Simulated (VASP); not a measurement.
Wanted: the native input for a VASP 6.6.1 run.

```yaml
Task: relaxation of cell and atoms
Functional: r2SCAN
Potentials_or_basis: VASP PAW PBE potentials, release 64 (La, Zn)
Cutoff: 600 eV
k_mesh: 9 × 9 × 9
Occupations: fermi-dirac, width 0.1 eV
Spin: no spin polarisation
Target_pressure: 2 GPa
Dipole_correction: no
Further_INCAR_settings: ALGO = Normal; EDIFF = 1e-06; IBRION = 2; EDIFFG = -0.01; NSW = 80; ISIF = 3
```

Crystal: LaZn.

```
La Zn
1.0
     3.75000    0.00000    0.00000
     0.00000    3.75000    0.00000
     0.00000    0.00000    3.75000
La Zn
1 1
Direct
  0.50000 0.50000 0.50000
  0.00000 0.00000 0.00000
```

The input as run:

POSCAR

```
LaZn
1.0
    3.7500000000      0.0000000000      0.0000000000
    0.0000000000      3.7500000000      0.0000000000
    0.0000000000      0.0000000000      3.7500000000
La Zn
1 1
Direct
    0.5000000000      0.5000000000      0.5000000000
    0.0000000000      0.0000000000      0.0000000000
```

INCAR.step1

```
SYSTEM = LaZn
ALGO = Normal ; EDIFF = 1E-4
ENCUT = 600 ; GGA = PE
ISMEAR = -1 ; LASPH = .TRUE.
LCHARG = .FALSE. ; LREAL = .FALSE.
LWAVE = .TRUE. ; NELM = 60
PREC = Accurate ; SIGMA = 0.1
```

INCAR.step2

```
SYSTEM = LaZn
ALGO = Normal ; EDIFF = 1E-6
EDIFFG = -0.01 ; ENCUT = 600
IBRION = 2 ; ISIF = 3
ISMEAR = -1 ; ISTART = 1
LASPH = .TRUE. ; LCHARG = .FALSE.
LMIXTAU = .TRUE. ; LREAL = .FALSE.
LWAVE = .FALSE. ; METAGGA = R2SCAN
NELM = 60 ; NSW = 80
PREC = Accurate ; PSTRESS = 20.0
SIGMA = 0.1
```

KPOINTS

```
k-points
0
G
  9 9 9
  0 0 0
```

Potentials or basis: VASP PAW PBE potentials, release 64 (La, Zn).

Run with:

```console
$ cat potpaw_PBE.64/La/POTCAR potpaw_PBE.64/Zn/POTCAR > POTCAR
$ cp INCAR.step1 INCAR
$ mpirun -np 1 vasp_std > vasp.out
$ cp INCAR.step2 INCAR
$ mpirun -np 1 vasp_std > vasp.out
```

It gave:

- Relaxed volume: 25.54 Å³/atom
- Relaxed cell: a = 3.711 Å, b = 3.711 Å, c = 3.711 Å, α = 90.00°, β = 90.00°, γ = 90.00°
- Space group after relaxing (to 0.05 Å): Pm-3m (No. 221)
- Energy change on relaxing (the enthalpy is what falls): +5.8 meV/atom
- Ionic steps: 3
- Pressure after relaxing: 2.0 GPa

Caveat: the cell is relaxed towards a set pressure, so the enthalpy falls and the energy may rise; the PAW data sets were made with another functional, which shifts forces and pressure a little.

Run time: 4.6 min on 1 thread of Intel(R) Xeon(R) Platinum 8375C CPU @ 2.90GHz (Ice Lake), on a shared host, peak memory 0.22 GiB.
